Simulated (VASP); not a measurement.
Write the native input for VASP 6.6.1 that does the following.

```
Task                   : single point
Functional             : PBE
Potentials or basis    : VASP PAW PBE potentials, release 64 (Mg, O)
Cutoff                 : 520 eV
k mesh                 : 15 × 15 × 15
Occupations            : fermi-dirac, width 0.05 eV
Spin                   : no spin polarisation
Dipole correction      : no
Further INCAR settings : ALGO = Normal; EDIFF = 1e-07; NBANDS = 11
```

The structure of MgO (zincblende type) lies in POSCAR:

```
MgO
1.0
    0.0000000000      2.2348302950      2.2348302950
    2.2348302950      0.0000000000      2.2348302950
    2.2348302950      2.2348302950      0.0000000000
Mg O
1 1
Direct
    0.0000000000      0.0000000000      0.0000000000
    0.2500000000      0.2500000000      0.2500000000
```

One way to write it, as run:

INCAR

```
PREC = Accurate
ENCUT = 520
EDIFF = 1E-7
ISMEAR = -1
SIGMA = 0.05
LREAL = F
LASPH = T
NELM = 100
ALGO = Normal
ISIF = 2
LWAVE = F
LCHARG = T
GGA = PE
LELF = T
LVHAR = T
NBANDS = 11
```

KPOINTS

```
Automatic mesh
0
Gamma
  15 15 15
```

Potentials or basis: VASP PAW PBE potentials, release 64 (Mg, O).

The run is started by

```bash
$ cat potpaw_PBE.64/Mg/POTCAR potpaw_PBE.64/O/POTCAR > POTCAR
$ mpirun -np 1 vasp_std > vasp.out
```

It gave:

```
Pressure               : 12.7 GPa
Band gap on the k mesh : 4.01 eV, indirect (the least direct gap lies 1.4 meV higher)
```

It took 30 s on 1 thread of Intel Xeon 8259CL, with other jobs on the host, peak memory 0.16 GiB.
